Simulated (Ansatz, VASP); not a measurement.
## One calculation of HfB, two programs

```
CELL_PARAMETERS angstrom
0.00000 2.31000 2.31000
2.31000 0.00000 2.31000
2.31000 2.31000 0.00000
ATOMIC_POSITIONS crystal
Hf 0.39500 0.39500 0.60500
B 0.10500 0.10500 0.89500
```

Change from the starting cell: shortest bond scaled by 0.58, LAPW.

Alike in both runs: task single point; functional PBE; k mesh 11 × 11 × 11; occupations fermi-dirac, width 0.05 eV; no spin polarisation.

```csv
,VASP,Ansatz
version,VASP 6.6.1,Ansatz 0.2.0
potentials or method,"VASP PAW PBE potentials, release 64 (Hf_pv, B), cutoff 500 eV","all-electron LAPW, scalar-relativistic"
```

VASP gave:

```
pressure (GPa)                                                : 124.3
traceless stress, the component that is largest in VASP (GPa) : 245.43
rms of the force components (eV/Å)                            : 26.238
```

Problem. Which values does Ansatz return?

Solution. Pressure (GPa): 125.5; traceless stress, the component that is largest in VASP (GPa): 248.72; rms of the force components (eV/Å): 26.537.

Atom by atom the forces differ by 0.300 eV/Å (rms over components). Both programs put the cell under a high pressure, so it lies far from rest at this level. Ansatz ran all-electron here, and VASP with PAW potentials.

Spin-orbit coupling is off throughout. Noted on VASP's run: the cell as given lies far from equilibrium.
